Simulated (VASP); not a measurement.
Input of a VASP 6.6.1 run:

The input INCAR:

```
PREC     = Accurate       # precision mode
ENCUT    = 520            # plane-wave cutoff, eV
EDIFF    = 1E-7           # SCF threshold, eV
ISMEAR   = 0              # smearing method
SIGMA    = 0.1            # smearing width, eV
LREAL    = F              # projectors in reciprocal space
LASPH    = T              # aspherical terms in the spheres
NELM     = 100            # most SCF steps
ALGO     = Normal         # electronic algorithm
ISIF     = 2              # what is computed and relaxed
LWAVE    = F              # write WAVECAR
LCHARG   = F              # write CHGCAR
LDIPOL   = T            
IDIPOL   = 3            
DIPOL    = 0.5 0.5 0.326
GGA      = CA             # functional
NBANDS   = 31             # bands
```

Contents of KPOINTS:

```
regular mesh
0
Gamma
  5 5 1
```

POSCAR

```
MgAl12
1.0
    5.6343731020      0.0000000000      0.0000000000
    0.0000000000      5.6343731020      0.0000000000
    0.0000000000      0.0000000000     19.6039189496
Al Mg
12 1
Direct
    0.2500000000      0.2500000000      0.2040408354
    0.2500000000      0.7500000000      0.2040408354
    0.7500000000      0.2500000000      0.2040408354
    0.7500000000      0.7500000000      0.2040408354
    0.0000000000      0.0000000000      0.3086915083
    0.0000000000      0.5000000000      0.3086915083
    0.5000000000      0.0000000000      0.3086915083
    0.5000000000      0.5000000000      0.3086915083
    0.2335045669      0.2335045669      0.4024618160
    0.2442907535      0.7381703427      0.4186008414
    0.7381703427      0.2442907535      0.4186008414
    0.7447100952      0.7447100952      0.4157677957
    0.3333333333      0.3333333333      0.5304007609
```

Potentials or basis: VASP PAW LDA potentials, release 64 (Al, Mg).

The run is started by

```bash
$ cat potpaw_LDA.64/Al/POTCAR potpaw_LDA.64/Mg/POTCAR > POTCAR
$ mpirun -np 1 vasp_std > vasp.out
```

**Question.** What does it give for the largest force?

**Answer.** 0.463 eV/Å.

**Question.** What does it give for the band gap on the k mesh?

**Answer.** Zero (band 19 reaches 0.58 eV, above the bottom of band 20 at -0.29 eV).

Forces on the atoms (eV/Å):
```
Al  -0.018 -0.018  0.083
Al  -0.027  0.039  0.007
Al   0.039 -0.027  0.007
Al   0.043  0.043 -0.114
Al  -0.306 -0.306 -0.165
Al  -0.210  0.152  0.017
Al   0.152 -0.210  0.017
Al   0.083  0.083  0.150
Al  -0.001 -0.001  0.002
Al   0.000  0.000  0.006
Al   0.000  0.000  0.006
Al  -0.002 -0.002  0.006
Mg   0.246  0.246 -0.023
```
